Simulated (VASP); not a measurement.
**In5GaAs6: single point with PBE**

In5GaAs6:

```
In Ga As
1.0
     4.08547    0.00000    0.00000
     0.00000    4.08547    0.00000
     0.00000    0.00000   17.33317
In Ga As
5 1 6
Direct
  0.50000 0.50000 0.16667
  0.00000 0.00000 0.33333
  0.50000 0.50000 0.50000
  0.00000 0.00000 0.66667
  0.50000 0.50000 0.83333
  0.00000 0.00000 0.00000
  0.50000 0.00000 0.25000
  0.00000 0.50000 0.41667
  0.50000 0.00000 0.58333
  0.00000 0.50000 0.75000
  0.50000 0.00000 0.91667
  0.00000 0.50000 0.08333
```

| Item | Value |
| --- | --- |
| Program | VASP 6.6.1 |
| Task | single point |
| Functional | PBE |
| Potentials or basis | VASP PAW PBE potentials, release 64 (In_d, Ga_d, As) |
| Cutoff | 520 eV |
| k mesh | 4 × 4 × 1 |
| Occupations | gaussian, width 0.1 eV |
| Spin | no spin polarisation |
| Dipole correction | no |
| Further INCAR settings | ALGO = Normal; EDIFF = 1e-07; NBANDS = 66 |

```json
{
  "Pressure": "13.5 GPa",
  "Largest force": "1.610 eV/Å",
  "Band gap on the k mesh": "0.40 eV, direct"
}
```

Forces on the atoms (eV/Å):
```
In   0.000  0.000 -0.107
In   0.000  0.000  0.000
In   0.000  0.000  0.000
In   0.000  0.000  0.000
In   0.000  0.000  0.107
Ga   0.000  0.000  0.000
As   0.000  0.000  0.001
As   0.000  0.000  0.000
As   0.000  0.000  0.000
As   0.000  0.000 -0.001
As   0.000  0.000  1.610
As   0.000  0.000 -1.610
```

Stress tensor (GPa, compression positive):
```
13.80  0.00  0.00
 0.00 13.80  0.00
 0.00  0.00 12.84
```

Levels at points of the mesh, in eV from the valence-band top:
```
           k point  band 51  band 52  band 53  band 54  band 55  band 56  band 57  band 58
(0.00, 0.00, 0.00)    -0.99    -0.01     0.00     0.00     0.40     1.32     1.60     1.65
(0.50, 0.00, 0.00)    -1.24    -1.22    -1.21    -1.13     1.38     1.82     1.85     1.91
(0.50, 0.50, 0.00)    -2.79    -2.78    -2.78    -2.75     1.32     1.32     1.78     2.07
```

It took 110 s on 1 thread of Intel(R) Xeon(R) 6975P-C (Granite Rapids) (shared host), peak memory 0.39 GiB.

Caveat: spin-orbit coupling is left out, which moves the levels of the heavy elements; forces of over 1 eV/Å act on the atoms, so gaps and moduli don't describe the material at rest.
